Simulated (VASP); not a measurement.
Runs of VASP 6.6.1 on CdF2. The structure is that of space group Fm-3m (No. 225), or close to it. The cells are those of the table. 

```tsv
cell	gap on the mesh (eV)	pressure (GPa)
a = 3.759 Å, angles 60.0°, 3 atoms	(b)	4.6
a = 3.649 Å, angles 60.0°, 3 atoms	4.27	19.5
a = 3.810 Å, angles 60.0°, 3 atoms	(a)	-0.4
a = 3.717 Å, angles 60.0°, 3 atoms	(c)	9.5
```

Alike in all rows: task single point; level r2SCAN; potentials or basis VASP PAW PBE potentials, release 64 (Cd_sv_GW, F); no spin polarisation; k mesh 4 × 4 × 4; cutoff (eV) 770; smearing gaussian 0.01 eV.

Q: Fill in the values left out.

A: (a) 3.79; (b) 3.94; (c) 4.06.

Caveats: all runs use coarse meshes; the PAW data sets were made with another functional, which shifts forces and pressure a little.

A k mesh can miss the band edges, and the runs leave out spin-orbit coupling on Cd.
